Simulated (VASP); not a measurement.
A run of VASP 6.6.1:

INCAR

```
  ALGO = Normal
  EDIFF = 1E-6
  ENCUT = 520
  GGA = CA
  ISIF = 2
  ISMEAR = 0
  LASPH = True
  LCHARG = False
  LREAL = False
  LWAVE = False
  NBANDS = 13
  NELM = 60
  PREC = Accurate
  SIGMA = 0.15
```

File KPOINTS:

```
k-points
0
Gamma
  20 20 20
```

The input POSCAR:

```
Ge
1.0
    0.0157377039      2.0983605250      2.0983605250
    2.0983605250      0.0157377039      2.0983605250
    2.1140982289      2.1140982289      0.0000000000
Ge
1
Direct
    0.0000000000      0.0000000000      0.0000000000
```

Potentials or basis: VASP PAW LDA potentials, release 64 (Ge_d).

Launch:

```console
$ cat potpaw_LDA.64/Ge_d/POTCAR > POTCAR
$ mpirun -np 1 vasp_std > vasp.out
```

Hardware: 1 thread of Intel(R) Xeon(R) Platinum 8259CL CPU @ 2.50GHz (Skylake/Cascade Lake), on a shared host.

**Question.** Estimate the wall time of this run.

**Answer.** It took 100 s on 1 thread of Intel(R) Xeon(R) Platinum 8259CL CPU @ 2.50GHz (Skylake/Cascade Lake), on a shared host, peak memory 0.35 GiB. Counts: scf iterations 9, k points 1166.
